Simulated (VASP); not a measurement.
# ZnS (Wurtzite-2H) (P1) in VASP: a series of runs

ZnS (Wurtzite-2H) is run at these levels: LDA; tasks: single point.

Everything below comes from runs of VASP 6.6.1. Logs are shortened: lines on timing, memory, paths and dates and some standing lists are left out, and cuts for length are marked.

## 1. The cell of the first run

The typed cell holds 4 atoms: a = 3.931 Å, b = 3.797 Å, c = 6.266 Å, α = 90.86°, β = 89.36°, γ = 120.77°.

## 2. Single point, LDA

File INCAR:

```
ALGO = Normal ; EDIFF = 1E-7
ENCUT = 520 ; GGA = CA
ISIF = 2 ; ISMEAR = 0
LASPH = T ; LCHARG = F
LREAL = F ; LWAVE = F
NBANDS = 26 ; NELM = 80
PREC = Accurate ; SIGMA = 0.01
```

File KPOINTS:

```
k-points
0
Gamma
  3 3 2
```

File POSCAR:

```
ZnS
1.0
    3.9312100000      0.0135700000      0.0217200000
   -1.9538500000      3.2555300000     -0.0285400000
    0.0355300000     -0.0334000000      6.2663100000
Zn S
2 2
Direct
    0.3369600000      0.6717700000      0.9981400000
    0.6946300000      0.3621900000      0.4950000000
    0.3504000000      0.6955600000      0.3854200000
    0.6788300000      0.3377200000      0.8804100000
```

Potentials or basis: VASP PAW LDA potentials, release 64 (Zn, S).

Run with:

```console
$ cat potpaw_LDA.64/Zn/POTCAR potpaw_LDA.64/S/POTCAR > POTCAR
$ mpirun -np 1 vasp_std > vasp.out
```

OUTCAR:

```text
EDIFF = 1E-7
   ENCUT = 520
   GGA = CA
   ISIF = 2
   ISMEAR = 0
   LASPH = T
   LREAL = F
   NELM = 80
   PREC = Accurate

 ion  position               nearest neighbor table
   1  0.337  0.672  0.998-   4 2.30   4 2.35   4 2.38   3 2.43
   2  0.695  0.362  0.495-   3 2.27   3 2.32   3 2.39   4 2.42
   3  0.350  0.696  0.385-   2 2.27   2 2.32   2 2.39   1 2.43
   4  0.679  0.338  0.880-   1 2.30   1 2.35   1 2.38   2 2.42

  LATTYP: Found a triclinic cell.
 ALAT       =     3.7969487664
 B/A-ratio  =     1.0062300283
 C/A-ratio  =     1.6504040804
 COS(alpha) =     0.0034111273
 COS(beta)  =     0.0150038583
 COS(gamma) =     0.4673297380

  Lattice vectors:

 A1 = (  -1.9538500000,   3.2555300000,  -0.0285400000)
 A2 = (   1.9773600000,   3.2691000000,  -0.0068200000)
 A3 = (  -0.0355300000,   0.0334000000,  -6.2663100000)

Analysis of symmetry for initial positions (statically):
=====================================================================
 Subroutine PRICEL returns:
 Original cell was already a primitive cell.

 Routine SETGRP: Setting up the symmetry group for a
 triclinic supercell.

 Subroutine GETGRP returns: Found  1 space group operations
 (whereof  1 operations were pure point group operations)
 out of a pool of  2 trial point group operations.

The static configuration has the point symmetry C_1 .

Analysis of symmetry for dynamics (positions and initial velocities):
=====================================================================
 Subroutine PRICEL returns:
 Original cell was already a primitive cell.

 Routine SETGRP: Setting up the symmetry group for a
 triclinic supercell.

 Subroutine GETGRP returns: Found  1 space group operations
 (whereof  1 operations were pure point group operations)
 out of a pool of  2 trial point group operations.

The dynamic configuration has the point symmetry C_1 .

 Subroutine INISYM returns: Found  1 space group operations
 (whereof  1 operations are pure point group operations),
 and found     1 'primitive' translations

----------------------------------------------------------------------------------------

                                     Primitive cell

  volume of cell :      80.3586

  direct lattice vectors                    reciprocal lattice vectors
     3.931210000  0.013570000  0.021720000     0.253852191  0.152347298 -0.000627318
    -1.953850000  3.255530000 -0.028540000    -0.001067207  0.306543525  0.001639956
     0.035530000 -0.033400000  6.266310000    -0.000884752  0.000868098  0.159593194

  length of vectors
     3.931293422  3.796948766  6.266499737     0.296059163  0.306549769  0.159598008

  position of ions in fractional coordinates (direct lattice)
     0.336960000  0.671770000  0.998140000
     0.694630000  0.362190000  0.495000000
     0.350400000  0.695560000  0.385420000
     0.678830000  0.337720000  0.880410000

  ion indices of the primitive-cell ions
   primitive index   ion index
                 1           1
                 2           2
                 3           3
                 4           4

----------------------------------------------------------------------------------------

 KPOINTS: k-points

Automatic generation of k-mesh.
 Grid dimensions read from file:
 generate k-points for:    3    3    2

 Generating k-lattice:

  Cartesian coordinates                     Fractional coordinates (reciprocal lattice)
     0.084617397  0.050782433 -0.000209106     0.333333333 -0.000000000  0.000000000
    -0.000355736  0.102181175  0.000546652     0.000000000  0.333333333  0.000000000
    -0.000442376  0.000434049  0.079796597     0.000000000 -0.000000000  0.500000000

  Length of vectors
     0.098686388  0.102183256  0.079799004

  Shift w.r.t. Gamma in fractional coordinates (k-lattice)
     0.000000000  0.000000000  0.000000000

 Subroutine IBZKPT returns following result:
 ===========================================

 Found     10 irreducible k-points:

 Following reciprocal coordinates:
            Coordinates               Weight
  0.000000  0.000000  0.000000      1.000000
  0.333333 -0.000000  0.000000      2.000000
 -0.000000  0.333333 -0.000000      2.000000
  0.333333  0.333333 -0.000000      2.000000
 -0.333333  0.333333 -0.000000      2.000000
  0.000000 -0.000000  0.500000      1.000000
  0.333333 -0.000000  0.500000      2.000000
  0.000000  0.333333  0.500000      2.000000
  0.333333  0.333333  0.500000      2.000000
 -0.333333  0.333333  0.500000      2.000000
   k-points           NKPTS =     10   k-points in BZ     NKDIM =     10   number of bands    NBANDS=     26
   number of dos      NEDOS =    301   number of ions     NIONS =      4
   total plane-waves  NPLWV =  40320
   dimension x,y,z NGX =    30 NGY =   28 NGZ =   48
   dimension x,y,z NGXF=    60 NGYF=   56 NGZF=   96
   ions per type =               2   2
   NGX,Y,Z   is equivalent  to a cutoff of  12.69, 12.26, 12.73 a.u.
   NGXF,Y,Z  is equivalent  to a cutoff of  25.37, 24.52, 25.47 a.u.
 SYSTEM =  unknown system
   PREC   = accura    normal or accurate (medium, high low for compatibility)
   ISTART =      0    job   : 0-new  1-cont  2-samecut
   ICHARG =      2    charge: 1-file 2-atom 10-const
   ISPIN  =      1    spin polarized calculation?
   LNONCOLLINEAR =      F non collinear calculations
   LSORBIT =      F    spin-orbit coupling
   LASPH  =      T    aspherical Exc in radial PAW
   ENCUT  =  520.0 eV  38.22 Ry    6.18 a.u.   7.31  7.06 11.65*2*pi/ulx,y,z
   NELM   =     80;   NELMIN=  2; NELMDL= -5     # of ELM steps
   EDIFF  = 0.1E-06   stopping-criterion for ELM
   LREAL  =      F    real-space projection
   EDIFFG = 0.1E-05   stopping-criterion for IOM
   NSW    =      0    number of steps for IOM
   IBRION =     -1    ionic relax: 0-MD 1-quasi-New 2-CG
   NFREE  =      0    steps in history (QN), initial steepest desc. (CG)
   ISIF   =      2    stress and relaxation
   ISYM   =      2    0-nonsym 1-usesym 2-fastsym
   POTIM  = 0.5000    time-step for ionic-motion
   TEBEG  =    0.0;   TEEND  =   0.0 temperature during run
   PSTRESS=    0.0 pullay stress
   NELECT =      36.0000    total number of electrons
   NUPDOWN=      -1.0000    fix difference up-down
   EMIN   =  10.00;   EMAX   =-10.00  energy-range for DOS
   EFERMI =   0.00;   METHOD = LEGACY
   ISMEAR =     0;   SIGMA  =   0.01  broadening in eV -4-tet -1-fermi 0-gaus
   EFERMI_NEDOS =   21; number of points for ismear=-14 and -15
   IALGO  =     38    algorithm
   IMIX   =      4    mixing-type and parameters
     AMIX     =   0.40;   BMIX     =  1.00
     AMIX_MAG =   1.60;   BMIX_MAG =  1.00
  volume/ion in A,a.u.               =      20.09       135.57
  Fermi-wavevector in a.u.,A,eV,Ry     =   1.252655  2.367175 21.349514  1.569145
  Thomas-Fermi vector in A             =   2.386545
   LORBIT       =      0    0 simple, 1 ext, 2 COOP (PROOUT), +10 PAW based schemes
   GGA     = CA    functional components
   LHFCALC =     F    Hartree Fock is set to
   AEXX    =    0.0000 exact exchange contribution
   IVDW    =     0    specifies the selected vdW correction
   LEPSILON=     F    determine dielectric tensor
   LRPA    =     F    only Hartree local field effects (RPA)
 non-spin polarized calculation
 Gauss-broadening in eV      SIGMA  =   0.01
  energy-cutoff  :      520.00
  volume of cell :       80.36
 maximum number of plane-waves:      2177
 NGX is ok and might be reduce to    30
   NGX = 15   NGY = 15   NGZ = 23

 number of electron      36.0000000 magnetization

 Free energy of the ion-electron system (eV)
  ---------------------------------------------------
  ext. energy  EPLUGINS =         0.00000000
  ---------------------------------------------------
  free energy    TOTEN  =       -15.99090794 eV

  energy without entropy =      -15.99090794  energy(sigma->0) =      -15.99090794

 E-fermi :   1.9597     XC(G=0):  -9.9380

 val. band max:        1.8776148571   @ k =   0.0000   0.0000   0.0000
 cond. band min:       3.6654660404   @ k =   0.0000   0.0000   0.0000
 fundamental gap:      1.7878511833
 Fermi energy:         1.9597306782

 k-point     1 :       0.0000    0.0000    0.0000
  band No.  band energies     occupation
      1     -11.1968      2.00000
      2     -10.2736      2.00000
      3      -4.7298      2.00000
      4      -4.6861      2.00000
      5      -4.6353      2.00000
      6      -4.6006      2.00000
[... 18 lines left out ...]
     25       9.6177      0.00000
     26      10.6926      0.00000

 k-point     2 :       0.3333   -0.0000    0.0000
  band No.  band energies     occupation
      1     -10.5967      2.00000
      2      -9.9989      2.00000
      3      -4.6843      2.00000
      4      -4.5740      2.00000
      5      -4.5505      2.00000
      6      -4.4530      2.00000
[... 18 lines left out ...]
     25      10.3585      0.00000
     26      10.9477      0.00000

 k-point     3 :      -0.0000    0.3333   -0.0000
  band No.  band energies     occupation
      1     -10.5347      2.00000
      2      -9.9737      2.00000
      3      -4.6782      2.00000
      4      -4.5743      2.00000
      5      -4.5182      2.00000
      6      -4.4815      2.00000
[... 18 lines left out ...]
     25      10.2005      0.00000
     26      11.4251      0.00000

 k-point     4 :       0.3333    0.3333   -0.0000
  band No.  band energies     occupation
      1     -10.0909      2.00000
      2      -9.9711      2.00000
      3      -4.6196      2.00000
      4      -4.4716      2.00000
      5      -4.4409      2.00000
      6      -4.3654      2.00000
[... 18 lines left out ...]
     25      10.9355      0.00000
     26      11.2500      0.00000

 k-point     5 :      -0.3333    0.3333   -0.0000
  band No.  band energies     occupation
      1     -10.6053      2.00000
      2      -9.9914      2.00000
      3      -4.6680      2.00000
      4      -4.6220      2.00000
      5      -4.5633      2.00000
      6      -4.4698      2.00000
[... 18 lines left out ...]
     25      10.4711      0.00000
     26      10.8783      0.00000

 k-point     6 :       0.0000   -0.0000    0.5000
  band No.  band energies     occupation
      1     -10.8272      2.00000
      2     -10.7199      2.00000
      3      -4.7264      2.00000
      4      -4.6843      2.00000
      5      -4.6307      2.00000
      6      -4.6179      2.00000
[... 18 lines left out ...]
     25       8.6421      0.00000
     26       8.6897      0.00000

 k-point     7 :       0.3333   -0.0000    0.5000
  band No.  band energies     occupation
      1     -10.3522      2.00000
      2     -10.2557      2.00000
      3      -4.6899      2.00000
      4      -4.6339      2.00000
      5      -4.5391      2.00000
      6      -4.4849      2.00000
[... 18 lines left out ...]
     25      10.4101      0.00000
     26      10.5348      0.00000

 k-point     8 :       0.0000    0.3333    0.5000
  band No.  band energies     occupation
      1     -10.3064      2.00000
      2     -10.2085      2.00000
      3      -4.6660      2.00000
      4      -4.6092      2.00000
      5      -4.5353      2.00000
      6      -4.4911      2.00000
[... 18 lines left out ...]
     25      10.1498      0.00000
     26      10.2087      0.00000

 k-point     9 :       0.3333    0.3333    0.5000
  band No.  band energies     occupation
      1     -10.0634      2.00000
      2      -9.9662      2.00000
      3      -4.5438      2.00000
      4      -4.5118      2.00000
      5      -4.5043      2.00000
      6      -4.4574      2.00000
[... 18 lines left out ...]
     25      11.2362      0.00000
     26      11.3360      0.00000

 k-point    10 :      -0.3333    0.3333    0.5000
  band No.  band energies     occupation
      1     -10.3607      2.00000
      2     -10.2507      2.00000
      3      -4.6860      2.00000
      4      -4.6366      2.00000
      5      -4.5961      2.00000
      6      -4.5061      2.00000
[... 18 lines left out ...]
     25      10.4540      0.00000
     26      10.5301      0.00000

------------------------ aborting loop because EDIFF is reached ----------------------------------------

  FORCE on cell =-STRESS in cart. coord.  units (eV):
  Direction    XX          YY          ZZ          XY          YZ          ZX
  --------------------------------------------------------------------------------------
  -------------------------------------------------------------------------------------
  Total       -3.1273878     -0.5860800     -3.1727806      0.1120743      0.1867744     -0.2031317
  in kB      -62.3533726    -11.6851718    -63.2584072      2.2345204      3.7238800     -4.0500091
  external PRESSURE =     -45.7656505 kB  Pullay stress =       0.0000000 kB

 VOLUME and BASIS-vectors are now :
 -----------------------------------------------------------------------------
  energy-cutoff  :      520.00
  volume of cell :       80.36
      direct lattice vectors                 reciprocal lattice vectors
     3.931210000  0.013570000  0.021720000     0.253852191  0.152347298 -0.000627318
    -1.953850000  3.255530000 -0.028540000    -0.001067207  0.306543525  0.001639956
     0.035530000 -0.033400000  6.266310000    -0.000884752  0.000868098  0.159593194

 POSITION                                       TOTAL-FORCE (eV/Angst)
 -----------------------------------------------------------------------------------
      0.04759      2.15820      6.24280         0.108886     -0.124732      0.285518
      2.04066      1.17201      3.10657        -0.206475      0.197928      0.423831
      0.03217      2.25630      2.40292         0.205344     -0.349462     -0.508915
      2.04005      1.07926      5.52203        -0.107755      0.276266     -0.200434
 -----------------------------------------------------------------------------------
    total drift:                               -0.000077     -0.000956     -0.000355

  FREE ENERGIE OF THE ION-ELECTRON SYSTEM (eV)
  ---------------------------------------------------
  free  energy   TOTEN  =       -15.9909079448 eV

  energy  without entropy=      -15.9909079448  energy(sigma->0) =      -15.99090794
```

Run time: 24 s. Hardware: 1 thread of Intel Xeon Platinum 8488C (Sapphire Rapids), shared host; peak memory 0.16 GiB.

What came out:

```
Free energy            : -15.9909 eV
Pressure               : -4.6 GPa
Largest force          : 0.651 eV/Å
Band gap on the k mesh : 1.79 eV, direct
```

Forces on the atoms (eV/Å):
```
Zn   0.109 -0.125  0.286
Zn  -0.206  0.198  0.424
S    0.205 -0.349 -0.509
S   -0.108  0.276 -0.200
```

Levels at points of the mesh, in eV from the valence-band top:
| k point | band 14 | band 15 | band 16 | band 17 | band 18 | band 19 | band 20 | band 21 | band 22 | band 23 |
| --- | --- | --- | --- | --- | --- | --- | --- | --- | --- | --- |
| (0.00, 0.00, 0.00) | -1.04 | -0.82 | -0.19 | -0.07 | 0.00 | 1.79 | 2.59 | 5.91 | 6.19 | 6.37 |
| (0.00, 0.00, 0.50) | -2.84 | -0.68 | -0.59 | -0.46 | -0.41 | 3.02 | 3.12 | 6.18 | 6.30 | 6.38 |

Caveat: the k points lie up to 0.64 Å⁻¹ apart.

[end of part 1 of 2]
